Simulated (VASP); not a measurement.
# Ti (Fm-3m) in VASP: a series of runs

Ti is run at these levels: PBEsol, RPBE, BLYP, revPBE, PBE; tasks: single point.

All numbers are computed with VASP 6.6.1; they aren't measurements. Logs are shortened: lines on timing, memory, paths and dates and some standing lists are left out, and cuts for length are marked.

### Step 1. The cell of the first run

It takes space group Fm-3m (No. 225, cubic). Conventional cell: a = 4.060 Å, b = 4.060 Å, c = 4.060 Å, α = 90.00°, β = 90.00°, γ = 90.00°. Within 3.8 Å of Ti (site symmetry m-3m) lie 12 Ti at 2.87 Å.

### Step 2. Single point, PBEsol

The input, INCAR:

```
SYSTEM = Ti
  PREC = Accurate
  ENCUT = 520
  EDIFF = 1E-7
  ISMEAR = 0
  SIGMA = 0.1
  LREAL = .False.
  LASPH = .True.
  NELM = 60
  ALGO = Fast
  ISIF = 2
  LWAVE = .False.
  LCHARG = .False.
  GGA = PS
  NBANDS = 12
```

The input, KPOINTS:

```
Automatic mesh
0
Gamma
  6 6 6
  0 0 0
```

The input, POSCAR:

```
Ti
1.0
    0.0000000000      2.0300000000      2.0300000000
    2.0300000000      0.0000000000      2.0300000000
    2.0300000000      2.0300000000      0.0000000000
Ti
1
Direct
    0.0000000000      0.0000000000      0.0000000000
```

Potentials or basis: VASP PAW PBE potentials, release 64 (Ti_sv).

On the command line:

```
$ cat potpaw_PBE.64/Ti_sv/POTCAR > POTCAR
$ mpirun -np 1 vasp_std > vasp.out
```

OUTCAR:

```text
SYSTEM = Ti
   PREC = Accurate
   ENCUT = 520
   EDIFF = 1E-7
   ISMEAR = 0
   LREAL = .False.
   LASPH = .True.
   NELM = 60
   ISIF = 2
   GGA = PS

 ion  position               nearest neighbor table
   1  0.000  0.000  0.000-

  LATTYP: Found a face centered cubic cell.
 ALAT       =     4.0600000000

  Lattice vectors:

 A1 = (   0.0000000000,   2.0300000000,   2.0300000000)
 A2 = (   2.0300000000,   0.0000000000,   2.0300000000)
 A3 = (   2.0300000000,   2.0300000000,   0.0000000000)

Analysis of symmetry for initial positions (statically):
=====================================================================
 Subroutine PRICEL returns:
 Original cell was already a primitive cell.

 Routine SETGRP: Setting up the symmetry group for a
 face centered cubic supercell.

 Subroutine GETGRP returns: Found 48 space group operations
 (whereof 48 operations were pure point group operations)
 out of a pool of 48 trial point group operations.

The static configuration has the point symmetry O_h .

Analysis of symmetry for dynamics (positions and initial velocities):
=====================================================================
 Subroutine PRICEL returns:
 Original cell was already a primitive cell.

 Routine SETGRP: Setting up the symmetry group for a
 face centered cubic supercell.

 Subroutine GETGRP returns: Found 48 space group operations
 (whereof 48 operations were pure point group operations)
 out of a pool of 48 trial point group operations.

The dynamic configuration has the point symmetry O_h .

 Subroutine INISYM returns: Found 48 space group operations
 (whereof 48 operations are pure point group operations),
 and found     1 'primitive' translations

----------------------------------------------------------------------------------------

                                     Primitive cell

  volume of cell :      16.7309

  direct lattice vectors                    reciprocal lattice vectors
     0.000000000  2.030000000  2.030000000    -0.246305419  0.246305419  0.246305419
     2.030000000  0.000000000  2.030000000     0.246305419 -0.246305419  0.246305419
     2.030000000  2.030000000  0.000000000     0.246305419  0.246305419 -0.246305419

  length of vectors
     2.870853532  2.870853532  2.870853532     0.426613499  0.426613499  0.426613499

  position of ions in fractional coordinates (direct lattice)
     0.000000000  0.000000000  0.000000000

  ion indices of the primitive-cell ions
   primitive index   ion index
                 1           1

[... 74 lines left out ...]
   NUPDOWN=      -1.0000    fix difference up-down
   EMIN   =  10.00;   EMAX   =-10.00  energy-range for DOS
   EFERMI =   0.00;   METHOD = LEGACY
   ISMEAR =     0;   SIGMA  =   0.10  broadening in eV -4-tet -1-fermi 0-gaus
   EFERMI_NEDOS =   21; number of points for ismear=-14 and -15
   IALGO  =     68    algorithm
   IMIX   =      4    mixing-type and parameters
     AMIX     =   0.40;   BMIX     =  1.00
     AMIX_MAG =   1.60;   BMIX_MAG =  1.00
  volume/ion in A,a.u.               =      16.73       112.91
  Fermi-wavevector in a.u.,A,eV,Ry     =   1.465421  2.769245 29.217967  2.147460
  Thomas-Fermi vector in A             =   2.581280
   LORBIT       =      0    0 simple, 1 ext, 2 COOP (PROOUT), +10 PAW based schemes
   GGA     = PS    functional components
   LHFCALC =     F    Hartree Fock is set to
   AEXX    =    0.0000 exact exchange contribution
   IVDW    =     0    specifies the selected vdW correction
   LEPSILON=     F    determine dielectric tensor
   LRPA    =     F    only Hartree local field effects (RPA)
 non-spin polarized calculation
 RMM-DIIS sequential band-by-band and
 Gauss-broadening in eV      SIGMA  =   0.10
  energy-cutoff  :      520.00
  volume of cell :       16.73
 maximum number of plane-waves:       464
 NGX is ok and might be reduce to    24
   NGX = 11   NGY = 11   NGZ = 11

 number of electron      12.0000002 magnetization

 Free energy of the ion-electron system (eV)
  ---------------------------------------------------
  ext. energy  EPLUGINS =         0.00000000
  ---------------------------------------------------
  free energy    TOTEN  =        -8.28158532 eV

  energy without entropy =       -8.26765119  energy(sigma->0) =       -8.27461825

 E-fermi :   8.4629     XC(G=0): -11.8192

 val. band max:        8.4143010379   @ k =  -0.3333   0.3333   0.1667
 cond. band min:       8.5024807965   @ k =   0.3333   0.0000   0.0000
 fundamental gap:      0.0881797586
 Fermi energy:         8.4629156713

 k-point     1 :       0.0000    0.0000    0.0000
  band No.  band energies     occupation
      1     -47.9486      2.00000
      2     -23.8548      2.00000
      3     -23.8548      2.00000
      4     -23.8548      2.00000
      5       2.3094      2.00000
      6       9.3752      0.00000
      7       9.3752      0.00000
      8       9.3752      0.00000
      9      11.0823      0.00000
     10      11.0823      0.00000
     11      23.9675      0.00000
     12      28.5894      0.00000
[... 211 lines left out ...]
 k-point    16 :      -0.3333    0.5000    0.1667
  band No.  band energies     occupation
      1     -47.7565      2.00000
      2     -24.4574      2.00000
      3     -24.2353      2.00000
      4     -24.1307      2.00000
      5       6.5296      2.00000
      6       7.3079      2.00000
      7       9.1438      0.00000
      8      11.1405      0.00000
      9      12.5278      0.00000
     10      15.4760      0.00000
     11      18.8126      0.00000
     12      19.6028      0.00000

------------------------ aborting loop because EDIFF is reached ----------------------------------------

  FORCE on cell =-STRESS in cart. coord.  units (eV):
  Direction    XX          YY          ZZ          XY          YZ          ZX
  --------------------------------------------------------------------------------------
  -------------------------------------------------------------------------------------
  Total        0.0055810      0.0055810      0.0055810      0.0000000     -0.0000000     -0.0000000
  in kB        0.5344505      0.5344505      0.5344505      0.0000000     -0.0000000     -0.0000000
  external PRESSURE =       0.5344505 kB  Pullay stress =       0.0000000 kB

 VOLUME and BASIS-vectors are now :
 -----------------------------------------------------------------------------
  energy-cutoff  :      520.00
  volume of cell :       16.73
      direct lattice vectors                 reciprocal lattice vectors
     0.000000000  2.030000000  2.030000000    -0.246305419  0.246305419  0.246305419
     2.030000000  0.000000000  2.030000000     0.246305419 -0.246305419  0.246305419
     2.030000000  2.030000000  0.000000000     0.246305419  0.246305419 -0.246305419

 POSITION                                       TOTAL-FORCE (eV/Angst)
 -----------------------------------------------------------------------------------
      0.00000      0.00000      0.00000         0.000000      0.000000      0.000000
 -----------------------------------------------------------------------------------
    total drift:                                0.000000     -0.000000     -0.000000

  FREE ENERGIE OF THE ION-ELECTRON SYSTEM (eV)
  ---------------------------------------------------
  free  energy   TOTEN  =        -8.2815853199 eV

  energy  without entropy=       -8.2676511858  energy(sigma->0) =       -8.27461825
```

Run time: 14 s. Hardware: 1 thread of Intel Xeon 6975P-C, shared host; peak memory 0.13 GiB.

Results:

```
Free energy            : -8.2816 eV
Pressure               : 0.1 GPa
Band gap on the k mesh : zero (band 6 reaches 9.38 eV, above the bottom of band 7 at 8.41 eV)
```

Caveat: the k points lie up to 0.45 Å⁻¹ apart; the PAW data sets were made with another functional, which shifts forces and pressure a little.

### Step 3. Single point, RPBE

The input, INCAR:

```
PREC = Accurate
ENCUT = 520
EDIFF = 1E-7
ISMEAR = 0
SIGMA = 0.27211386245988
LREAL = F
LASPH = T
NELM = 100
ALGO = Normal
ISIF = 2
LWAVE = F
LCHARG = F
GGA = RP
NBANDS = 12
```

The input, KPOINTS:

```
Automatic mesh
0
Gamma
  6 6 6
```

POSCAR: that of step 2 with these lines changed.

```diff
@@ -8,2 +8,2 @@
 Direct
-    0.0000000000      0.0000000000      0.0000000000
+    0.0123152709      0.0123152709     -0.0123152709
```

Potentials or basis: VASP PAW PBE potentials, release 64 (Ti_sv).

On the command line:

```
$ cat potpaw_PBE.64/Ti_sv/POTCAR > POTCAR
$ mpirun -np 1 vasp_std > vasp.out
```

It took 8.3 s on 1 thread of Intel Xeon 6975P-C, shared host; peak memory 0.14 GiB.

The run converged. Its results:

| Quantity | Value |
| --- | --- |
| Free energy | -7.3868 eV |
| Pressure | 8.2 GPa |
| Band gap on the k mesh | zero (band 6 reaches 9.63 eV, above the bottom of band 7 at 8.66 eV) |

Levels at points of the mesh, in eV from the Fermi level:
```csv
k point,band 4,band 5,band 6,band 7,band 8,band 9
"(0.00, 0.00, 0.00)",-32.53,-6.18,0.92,0.92,0.92,2.64
"(0.50, 0.00, 0.00)",-32.62,-2.66,0.72,0.80,0.80,3.75
"(0.50, 0.50, 0.00)",-32.79,-2.68,-1.79,3.01,3.75,4.04
```

Caveat: the k points lie up to 0.45 Å⁻¹ apart; the PAW data sets were made with another functional, which shifts forces and pressure a little.

### Step 4. Single point, BLYP

The input, INCAR:

```
  PREC = Accurate
  ENCUT = 520
  EDIFF = 1E-6
  ISMEAR = -5
  SIGMA = 0.1
  LREAL = False
  LASPH = True
  NELM = 80
  ALGO = Normal
  ISIF = 2
  LWAVE = False
  LCHARG = True
  GGA = B5
  ALDAX = 1.0
  AGGAX = 1.0
  AGGAC = 1.0
  ALDAC = 0.0
  LELF = True
  LVHAR = True
  NBANDS = 12
```

KPOINTS is that of step 3.

POSCAR: that of step 3 with these lines changed.

```diff
@@ -8,2 +8,2 @@
 Direct
-    0.0123152709      0.0123152709     -0.0123152709
+    0.0000000000      0.0000000000      0.0000000000
```

On the command line:

```
$ cat potpaw_PBE.64/Ti_sv/POTCAR > POTCAR
$ mpirun -np 1 vasp_std > vasp.out
```

Wall time 15 s (1 thread of Intel Xeon 6975P-C, shared host); peak memory 0.14 GiB.

Results (log left out):

- Free energy: -6.6929 eV
- Pressure: 7.2 GPa
- Band gap on the k mesh: zero (band 6 reaches 9.88 eV, above the bottom of band 7 at 8.99 eV)

Levels at points of the mesh, in eV from the Fermi level:
| k point | band 3 | band 4 | band 5 | band 6 | band 7 | band 8 | band 9 | band 10 |
| --- | --- | --- | --- | --- | --- | --- | --- | --- |
| (0.00, 0.00, 0.00) | -32.51 | -32.51 | -6.04 | 0.73 | 0.73 | 0.73 | 2.44 | 2.44 |
| (0.50, 0.00, 0.00) | -32.61 | -32.61 | -2.70 | 0.63 | 0.63 | 0.87 | 3.54 | 3.54 |
| (0.50, 0.50, 0.00) | -32.78 | -32.78 | -2.73 | -1.93 | 3.13 | 3.55 | 3.82 | 3.82 |

Caveat: the k points lie up to 0.45 Å⁻¹ apart; the PAW data sets were made with another functional, which shifts forces and pressure a little; tetrahedron occupations give inexact forces and stress in metals.

### Step 5. Single point, revPBE

The input, INCAR:

```
ALGO     = Fast           # electronic algorithm
EDIFF    = 1E-6           # SCF threshold, eV
ENCUT    = 520            # plane-wave cutoff, eV
GGA      = RE             # functional
ISIF     = 2              # what is computed and relaxed
ISMEAR   = 0              # smearing method
ISYM     = 0            
LASPH    = True           # aspherical terms in the spheres
LCHARG   = True           # write CHGCAR
LELF     = True           # ELF
LREAL    = False          # projectors in reciprocal space
LVHAR    = True         
LWAVE    = False          # write WAVECAR
NBANDS   = 12             # bands
NELM     = 60             # most SCF steps
PREC     = Accurate       # precision mode
SIGMA    = 0.1            # smearing width, eV
```

The input, KPOINTS:

```
k-points
0
Gamma
  7 5 1
```

POSCAR: that of step 4 with these lines changed.

```diff
@@ -8,2 +8,2 @@
 Direct
-    0.0000000000      0.0000000000      0.0000000000
+    0.0492610837     -0.0492610837      0.0492610837
```

On the command line:

```
$ cat potpaw_PBE.64/Ti_sv/POTCAR > POTCAR
$ mpirun -np 1 vasp_std > vasp.out
```

Run time: 15 s. Hardware: 1 thread of Intel Xeon 6975P-C, shared host; peak memory 0.13 GiB.

The run converged, but its numbers aren't listed here, since they failed a check.

Caveat: the k points lie up to 2.68 Å⁻¹ apart; the PAW data sets were made with another functional, which shifts forces and pressure a little.

### Step 6. Single point, PBE

The input, INCAR:

```
SYSTEM = Ti
  PREC = Accurate
  ENCUT = 520
  EDIFF = 1E-7
  ISMEAR = 0
  SIGMA = 0.1
  LREAL = .False.
  LASPH = .True.
  NELM = 100
  ALGO = Normal
  ISIF = 2
  LWAVE = .False.
  LCHARG = .False.
  GGA = PE
  NBANDS = 12
  ISYM = 0
```

The input, KPOINTS:

```
Automatic mesh
0
Gamma
  4 4 4
  0.5 0.5 0.5
```

POSCAR: that of step 5 with these lines changed.

```diff
@@ -8,2 +8,2 @@
 Direct
-    0.0492610837     -0.0492610837      0.0492610837
+    0.0000000000      0.0000000000      0.0000000000
```

Potentials or basis: VASP PAW PBE potentials, release 64 (Ti_sv).

On the command line:

```
$ cat potpaw_PBE.64/Ti_sv/POTCAR > POTCAR
$ mpirun -np 1 vasp_std > vasp.out
```

It took 31 s on 1 thread of Intel Xeon 6975P-C, shared host; peak memory 0.15 GiB.

It converged, with:

- Free energy: -7.7363 eV
- Pressure: 4.0 GPa
- Band gap on the k mesh: zero (band 6 reaches 9.23 eV, above the bottom of band 7 at 8.75 eV)

Levels at points of the mesh, in eV from the Fermi level:
```
           k point  band 2  band 3  band 4  band 5  band 6  band 7  band 8  band 9  band 10  band 11
(0.12, 0.12, 0.12)  -32.63  -32.53  -32.53   -5.74    0.53    1.00    1.00    2.46     2.46    15.67
```

Caveat: the k points lie up to 0.67 Å⁻¹ apart.

### Step 7. The runs side by side

| level | k mesh | smearing | gap on the mesh (eV) | pressure (GPa) |
| --- | --- | --- | --- | --- |
| PBEsol | 6 × 6 × 6 | gaussian 0.1 eV | none | 0.1 |
| RPBE | 6 × 6 × 6 | gaussian 0.272114 eV | none | 8.2 |
| BLYP | 6 × 6 × 6 | tetrahedron | none | 7.2 |
| PBE | 4 × 4 × 4, shifted | gaussian 0.1 eV | none | 4.0 |

Alike in all rows: task single point; potentials or basis VASP PAW PBE potentials, release 64 (Ti_sv); no spin polarisation; cell as given; cutoff (eV) 520.

Caveats: all runs use coarse meshes; the PAW data sets were made with another functional, which shifts forces and pressure a little (some runs); tetrahedron occupations give inexact forces and stress in metals (some runs).

Absolute energies hang on the potentials; compare differences alone.
